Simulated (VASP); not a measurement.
Wanted: the native input for a VASP 6.6.1 run.

```
Task                   : relaxation of cell and atoms
Functional             : PBEsol
Dispersion             : D3(BJ)
Potentials or basis    : VASP PAW PBE potentials, release 64 (Hg, Te)
Cutoff                 : 600 eV
k mesh                 : 10 × 10 × 10
Occupations            : fermi-dirac, width 0.05 eV
Spin                   : no spin polarisation
Dipole correction      : no
Further INCAR settings : ALGO = Normal; EDIFF = 1e-07; IBRION = 2; EDIFFG = -0.01; NSW = 60; ISIF = 3
```

The structure of HgTe lies in POSCAR:

```
HgTe
1.0
   -3.0456030000      3.0456030000      1.5594100000
    3.0456030000     -3.0456030000      1.5594100000
    3.0456030000      3.0456030000     -1.5594100000
Hg Te
1 1
Direct
    0.7500000000      0.2500000000      0.5000000000
    0.0000000000      0.0000000000      0.0000000000
```

The input as run:

INCAR

```
SYSTEM = HgTe
ALGO = Normal
EDIFF = 1E-7
EDIFFG = -0.01
ENCUT = 600
GGA = PS
IBRION = 2
ISIF = 3
ISMEAR = -1
IVDW = 12
LASPH = .True.
LCHARG = .False.
LREAL = .False.
LWAVE = .False.
NELM = 80
NSW = 60
PREC = Accurate
SIGMA = 0.05
```

KPOINTS

```
k-points
0
Gamma
  10 10 10
  0 0 0
```

Potentials or basis: VASP PAW PBE potentials, release 64 (Hg, Te).

Run with:

```bash
$ cat potpaw_PBE.64/Hg/POTCAR potpaw_PBE.64/Te/POTCAR > POTCAR
$ mpirun -np 1 vasp_std > vasp.out
```

Results of the run:

The relaxed volume is 25.47 Å³/atom and the relaxed cell is a = 4.321 Å, b = 4.321 Å, c = 4.321 Å, α = 97.60°, β = 97.60°, γ = 137.34°. The space group after relaxing (to 0.1 Å) is I-4m2 (No. 119), the energy gained by relaxing is 97.1 meV/atom and the ionic steps are 7. The pressure after relaxing is 0.0 GPa, the band gap on the k mesh is zero (bands 9 and 10 overlap by 4.28 eV) and the dispersion energy per atom is -0.462 eV.

Caveat: the PAW data sets were made with another functional, which shifts forces and pressure a little; spin-orbit coupling is left out, which moves the levels of the heavy elements.

Run time: 5.2 min on 1 thread of AMD EPYC 9R45 96-Core Processor (Zen 5), with other jobs on the host, peak memory 0.3 GiB.
